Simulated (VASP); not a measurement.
# PtSe2 (P-3m1) in VASP: a series of runs, part 2 of 2

VASP 6.6.1. Earlier steps stand in the parts before.

### 3 Single point, r2SCAN, non-collinear spin, zero start, spin-orbit coupling (19.45 Å³/atom)

This run uses another cell than the first one, of 19.45 Å³/atom.

POSCAR

```
PtSe2
1.0
    3.6785046847      0.0000000000      0.0000000000
   -1.8392523424      3.1856785048      0.0000000000
    0.0000000000      0.0000000000      4.9804676477
Pt Se
1 2
Direct
    0.0000000000      0.0000000000      0.0000000000
    0.3333333333      0.6666666667      0.2554299078
    0.6666666667      0.3333333333      0.7445700922
```

INCAR.step1

```
SYSTEM = PtSe2
ALGO = Normal
EDIFF = 1E-4
ENCUT = 520
GGA = PE
GGA_COMPAT = .False.
ISMEAR = 0
LASPH = .True.
LCHARG = .False.
LMAXMIX = 4
LREAL = .False.
LSORBIT = .True.
LWAVE = .True.
MAGMOM = 0 0 0 0 0 0 0 0 0
NBANDS = 35
NELM = 150
PREC = Accurate
SIGMA = 0.05
```

INCAR.step2

```
SYSTEM = PtSe2
ALGO = Normal
EDIFF = 1E-6
ENCUT = 520
GGA_COMPAT = .False.
ISIF = 2
ISMEAR = 0
ISTART = 1
LASPH = .True.
LCHARG = .False.
LMAXMIX = 4
LMIXTAU = .True.
LORBIT = 11
LORBMOM = .True.
LREAL = .False.
LSORBIT = .True.
LWAVE = .False.
MAGMOM = 0 0 0 0 0 0 0 0 0
METAGGA = R2SCAN
NBANDS = 35
NELM = 150
PREC = Accurate
SIGMA = 0.05
```

KPOINTS

```
k-points
0
Gamma
  6 6 4
  0 0 0
```

Potentials or basis: VASP PAW PBE potentials, release 64 (Pt, Se).

Launch:

```sh
cat potpaw_PBE.64/Pt/POTCAR potpaw_PBE.64/Se/POTCAR > POTCAR
cp INCAR.step1 INCAR
mpirun -np 1 vasp_ncl > vasp.out
cp INCAR.step2 INCAR
mpirun -np 1 vasp_ncl > vasp.out
```

OUTCAR:

```text
SYSTEM = PtSe2
   EDIFF = 1E-6
   ENCUT = 520
   ISIF = 2
   ISMEAR = 0
   ISTART = 1
   LASPH = .True.
   LORBIT = 11
   LREAL = .False.
   LSORBIT = .True.
   METAGGA = R2SCAN
   NELM = 150
   PREC = Accurate

 ion  position               nearest neighbor table
   1  0.000  0.000  0.000-   2 2.48   3 2.48   2 2.48   3 2.48   3 2.48   2 2.48
   2  0.333  0.667  0.255-   1 2.48   1 2.48   1 2.48
   3  0.667  0.333  0.745-   1 2.48   1 2.48   1 2.48

  LATTYP: Found a hexagonal cell.
 ALAT       =     3.6785046847
 C/A-ratio  =     1.3539381011

  Lattice vectors:

 A1 = (   3.6785046847,   0.0000000000,   0.0000000000)
 A2 = (  -1.8392523424,   3.1856785048,   0.0000000000)
 A3 = (   0.0000000000,   0.0000000000,   4.9804676477)
[... 1208 lines left out ...]
     0.0000000     0.0000000     0.0000000     0.0000000     0.0000000     0.0000000     0.0000000
     0.0000000     0.0000000     0.0000000     0.0000000     0.0000000     0.0000000     0.0000000
     0.0000000     0.0000000     0.0000000     0.0000000     0.0000000     0.0000000     0.0000000
     0.0000000     0.0000000     0.0000000     0.0000000     0.0000000     0.0000000     0.0000000
     0.0000000     0.0000000     0.0000000     0.0000000     0.0000000     0.0000000     0.0000000

 total charge

# of ion       s       p       d       tot
------------------------------------------
    1        0.699   0.773   8.019   9.491
    2        1.484   2.308   0.076   3.869
    3        1.484   2.308   0.076   3.869
--------------------------------------------------
tot          3.668   5.390   8.172  17.229

 magnetization (x)

# of ion       s       p       d       tot
------------------------------------------
    1        0.000   0.000   0.000   0.000
    2        0.000   0.000  -0.000   0.000
    3        0.000   0.000   0.000   0.000
--------------------------------------------------
tot          0.000   0.000  -0.000   0.000

 magnetization (y)

# of ion       s       p       d       tot
------------------------------------------
    1        0.000   0.000  -0.000   0.000
    2        0.000   0.000  -0.000   0.000
    3        0.000   0.000  -0.000   0.000
--------------------------------------------------
tot          0.000   0.000  -0.000   0.000

 magnetization (z)

# of ion       s       p       d       tot
------------------------------------------
    1       -0.000   0.000   0.000  -0.000
    2        0.000   0.000   0.000   0.000
    3        0.000   0.000   0.000   0.000
--------------------------------------------------
tot         -0.000   0.000   0.000  -0.000
```

It took 4.4 min on 1 thread of Intel Xeon Platinum 8488C (Sapphire Rapids), shared host; peak memory 0.39 GiB.

Results:

* Free energy: -81.7207 eV
* Pressure: 9.6 GPa
* Largest force: 0.539 eV/Å
* Net moment: 0.00 μB per cell
* Valence electrons inside the program's atomic spheres: Pt 9.49; Se 3.87

Forces on the atoms (eV/Å):
```
Pt   0.000  0.000  0.000
Se   0.000  0.000  0.539
Se   0.000  0.000 -0.539
```

Moments on the atoms (μB; x, y, z):
```
Pt  0.00 0.00 0.00
Se  0.00 0.00 0.00
Se  0.00 0.00 0.00
```

Caveat: the cell stands under pressure; the PAW data sets were made with another functional, which shifts forces and pressure a little.

### 4 Single point, r2SCAN, non-collinear spin, zero start, spin-orbit coupling

POSCAR

```
PtSe2
1.0
    3.7289014223      0.0000000000      0.0000000000
   -1.8644507112      3.2293233599      0.0000000000
    0.0000000000      0.0000000000      5.0487017110
Pt Se
1 2
Direct
    0.0000000000      0.0000000000      0.0000000000
    0.3333333333      0.6666666667      0.2554299078
    0.6666666667      0.3333333333      0.7445700922
```

INCAR.step1

```
SYSTEM = PtSe2
ALGO = Normal
EDIFF = 1E-4
ENCUT = 520
GGA = PE
GGA_COMPAT = .FALSE.
ISMEAR = 0
LASPH = .TRUE.
LCHARG = .FALSE.
LMAXMIX = 4
LREAL = .FALSE.
LSORBIT = .TRUE.
LWAVE = .TRUE.
MAGMOM = 0 0 0 0 0 0 0 0 0
NBANDS = 35
NELM = 150
PREC = Accurate
SIGMA = 0.05
```

INCAR.step2

```
SYSTEM = PtSe2
ALGO = Normal
EDIFF = 1E-7
ENCUT = 520
GGA_COMPAT = .FALSE.
ISIF = 2
ISMEAR = 0
ISTART = 1
LASPH = .TRUE.
LCHARG = .FALSE.
LMAXMIX = 4
LMIXTAU = .TRUE.
LORBIT = 11
LORBMOM = .TRUE.
LREAL = .FALSE.
LSORBIT = .TRUE.
LWAVE = .FALSE.
MAGMOM = 0 0 0 0 0 0 0 0 0
METAGGA = R2SCAN
NBANDS = 35
NELM = 150
PREC = Accurate
SIGMA = 0.05
```

KPOINTS

```
k-points
0
G
  6 6 4
  0 0 0
```

Launch:

```sh
cat potpaw_PBE.64/Pt/POTCAR potpaw_PBE.64/Se/POTCAR > POTCAR
cp INCAR.step1 INCAR
mpirun -np 1 vasp_ncl > vasp.out
cp INCAR.step2 INCAR
mpirun -np 1 vasp_ncl > vasp.out
```

Wall time 5 min (1 thread of Intel Xeon Platinum 8488C (Sapphire Rapids), shared host); peak memory 0.39 GiB.

The run converged. Its results:

```
Free energy                                           : -81.8173 eV
Pressure                                              : 3.3 GPa
Largest force                                         : 0.029 eV/Å
Net moment                                            : 0.00 μB per cell
Valence electrons inside the program's atomic spheres : Pt 9.38; Se 3.84
```

Forces on the atoms (eV/Å):
```
Pt   0.000  0.000  0.000
Se   0.000  0.000  0.029
Se   0.000  0.000 -0.029
```

Stress tensor (GPa, compression positive):
```
3.29 0.00 0.00
0.00 3.29 0.00
0.00 0.00 3.39
```

Moments on the atoms (μB; x, y, z):
```
Pt  0.00 0.00 0.00
Se  0.00 0.00 0.00
Se  0.00 0.00 0.00
```

Caveat: the cell stands under pressure; the PAW data sets were made with another functional, which shifts forces and pressure a little.

### 5 Single point, r2SCAN, non-collinear spin, zero start, spin-orbit coupling (21.28 Å³/atom)

This run uses another cell than the first one, of 21.28 Å³/atom.

POSCAR

```
PtSe2
1.0
    3.7900418205      0.0000000000      0.0000000000
   -1.8950209103      3.2822724980      0.0000000000
    0.0000000000      0.0000000000      5.1314820257
Pt Se
1 2
Direct
    0.0000000000      0.0000000000      0.0000000000
    0.3333333333      0.6666666667      0.2554299078
    0.6666666667      0.3333333333      0.7445700922
```

INCAR.step1

```
SYSTEM = PtSe2
PREC = Accurate ; ENCUT = 520
ISMEAR = 0 ; SIGMA = 0.05
LREAL = .False. ; LASPH = .True.
NELM = 150 ; MAGMOM = 0 0 0 0 0 0 0 0 0
LSORBIT = .True. ; GGA_COMPAT = .False.
LMAXMIX = 4 ; NBANDS = 35
GGA = PE ; ALGO = Normal
EDIFF = 1E-4 ; LWAVE = .True.
LCHARG = .False.
```

INCAR.step2

```
SYSTEM = PtSe2
PREC = Accurate ; ENCUT = 520
EDIFF = 1E-6 ; ISMEAR = 0
SIGMA = 0.05 ; LREAL = .False.
LASPH = .True. ; NELM = 150
ALGO = Normal ; ISIF = 2
LWAVE = .False. ; LCHARG = .False.
MAGMOM = 0 0 0 0 0 0 0 0 0 ; LORBIT = 11
LSORBIT = .True. ; GGA_COMPAT = .False.
LORBMOM = .True. ; LMAXMIX = 4
METAGGA = R2SCAN ; LMIXTAU = .True.
NBANDS = 35 ; ISTART = 1
```

KPOINTS

```
regular mesh
0
Gamma
  6 6 4
  0 0 0
```

Launch:

```sh
cat potpaw_PBE.64/Pt/POTCAR potpaw_PBE.64/Se/POTCAR > POTCAR
cp INCAR.step1 INCAR
mpirun -np 1 vasp_ncl > vasp.out
cp INCAR.step2 INCAR
mpirun -np 1 vasp_ncl > vasp.out
```

It took 5.2 min on 1 thread of Intel Xeon Platinum 8488C (Sapphire Rapids), shared host; peak memory 0.4 GiB.

Results (log left out):

```yaml
Free_energy: -81.8208 eV
Pressure: -2.7 GPa
Largest_force: 0.493 eV/Å
Net_moment: 0.00 μB per cell
Valence_electrons_inside_the_program's_atomic_spheres: Pt 9.25; Se 3.80
```

Forces on the atoms (eV/Å):
```
Pt   0.000  0.000  0.000
Se   0.000  0.000 -0.493
Se   0.000  0.000  0.493
```

Stress tensor (GPa, compression positive):
```
-3.40  0.00  0.00
 0.00 -3.40  0.00
 0.00  0.00 -1.38
```

Moments on the atoms (μB; x, y, z):
```
Pt  0.00 0.00 0.00
Se  0.00 0.00 0.00
Se  0.00 0.00 0.00
```

Caveat: the PAW data sets were made with another functional, which shifts forces and pressure a little.

### 6 Single point, r2SCAN, non-collinear spin, zero start, spin-orbit coupling

POSCAR

```
PtSe2
1.0
    3.7289014223      0.0000000000      0.0000000000
   -1.8644507112      3.2293233599      0.0000000000
    0.0000000000      0.0000000000      5.0487017110
Pt Se
1 2
Direct
    0.0000000000      0.0000000000      0.0000000000
    0.3333333333      0.6666666667      0.2554299078
    0.6666666667      0.3333333333      0.7445700922
```

INCAR.step1

```
PREC     = Accurate       # precision mode
ENCUT    = 520            # plane-wave cutoff, eV
ISMEAR   = 0              # smearing method
SIGMA    = 0.05           # smearing width, eV
LREAL    = F              # projectors in reciprocal space
LASPH    = T              # aspherical terms in the spheres
NELM     = 150            # most SCF steps
MAGMOM   = 0 0 0 0 0 0 0 0 0 # initial moments
LSORBIT  = T              # spin-orbit coupling
GGA_COMPAT= F            
LMAXMIX  = 4              # l up to which the mixer works
NBANDS   = 35             # bands
GGA      = PE             # functional
ALGO     = Normal         # electronic algorithm
EDIFF    = 1E-4           # SCF threshold, eV
LWAVE    = T              # write WAVECAR
LCHARG   = F              # write CHGCAR
```

INCAR.step2

```
PREC     = Accurate       # precision mode
ENCUT    = 520            # plane-wave cutoff, eV
EDIFF    = 1E-7           # SCF threshold, eV
ISMEAR   = 0              # smearing method
SIGMA    = 0.05           # smearing width, eV
LREAL    = F              # projectors in reciprocal space
LASPH    = T              # aspherical terms in the spheres
NELM     = 150            # most SCF steps
ALGO     = Normal         # electronic algorithm
ISIF     = 2              # what is computed and relaxed
LWAVE    = F              # write WAVECAR
LCHARG   = F              # write CHGCAR
MAGMOM   = 0 0 0 0 0 0 0 0 0 # initial moments
LORBIT   = 11             # projections on sites
LSORBIT  = T              # spin-orbit coupling
GGA_COMPAT= F            
LORBMOM  = T            
LMAXMIX  = 4              # l up to which the mixer works
METAGGA  = R2SCAN         # meta-GGA
LMIXTAU  = T            
NBANDS   = 35             # bands
ISTART   = 1
```

KPOINTS

```
regular mesh
0
Gamma
  8 8 6
```

Potentials or basis: VASP PAW PBE potentials, release 64 (Pt, Se).

Launch:

```sh
cat potpaw_PBE.64/Pt/POTCAR potpaw_PBE.64/Se/POTCAR > POTCAR
cp INCAR.step1 INCAR
mpirun -np 1 vasp_ncl > vasp.out
cp INCAR.step2 INCAR
mpirun -np 1 vasp_ncl > vasp.out
```

Run time: 13 min. Hardware: 1 thread of AMD EPYC 9R45 (Zen 5), shared host; peak memory 0.42 GiB.

Results (log left out):

* Free energy: -81.8195 eV
* Pressure: 3.3 GPa
* Largest force: 0.054 eV/Å
* Net moment: 0.00 μB per cell
* Valence electrons inside the program's atomic spheres: Pt 9.37; Se 3.83

Forces in eV/Å, atoms in the order of the input:
```
Pt   0.000  0.000  0.000
Se   0.000  0.000  0.054
Se   0.000  0.000 -0.054
```

Stress tensor (GPa, compression positive):
```
3.33 0.00 0.00
0.00 3.33 0.00
0.00 0.00 3.14
```

Moments on the atoms (μB; x, y, z):
```
Pt  0.00 0.00 0.00
Se  0.00 0.00 0.00
Se  0.00 0.00 0.00
```

Caveat: the cell stands under pressure; the PAW data sets were made with another functional, which shifts forces and pressure a little.

### 7 The runs side by side

| spin | cell | k mesh | pressure (GPa) | moment (μB) | largest force (eV/Å) |
| --- | --- | --- | --- | --- | --- |
| off | a = 3.729, b = 3.729, c = 5.049 Å, angles 90.0, 90.0, 120.0°, 3 atoms | 10 × 10 × 8 | 3.1 | - | 0.02 |
| non-collinear, zero start, SOC | a = 3.679, b = 3.679, c = 4.980 Å, angles 90.0, 90.0, 120.0°, 3 atoms | 6 × 6 × 4 | 9.6 | 0.00 | 0.54 |
| non-collinear, zero start, SOC | a = 3.729, b = 3.729, c = 5.049 Å, angles 90.0, 90.0, 120.0°, 3 atoms | 6 × 6 × 4 | 3.3 | 0.00 | 0.03 |
| non-collinear, zero start, SOC | a = 3.790, b = 3.790, c = 5.131 Å, angles 90.0, 90.0, 120.0°, 3 atoms | 6 × 6 × 4 | -2.7 | 0.00 | 0.49 |
| non-collinear, zero start, SOC | a = 3.729, b = 3.729, c = 5.049 Å, angles 90.0, 90.0, 120.0°, 3 atoms | 8 × 8 × 6 | 3.3 | 0.00 | 0.05 |

Alike in all rows: task single point; level r2SCAN; potentials or basis VASP PAW PBE potentials, release 64 (Pt, Se); cutoff (eV) 520; smearing gaussian 0.05 eV.

Caveats: the PAW data sets were made with another functional, which shifts forces and pressure a little; the cell stands under pressure (at least some runs).

Absolute energies hang on the potentials; compare differences alone.
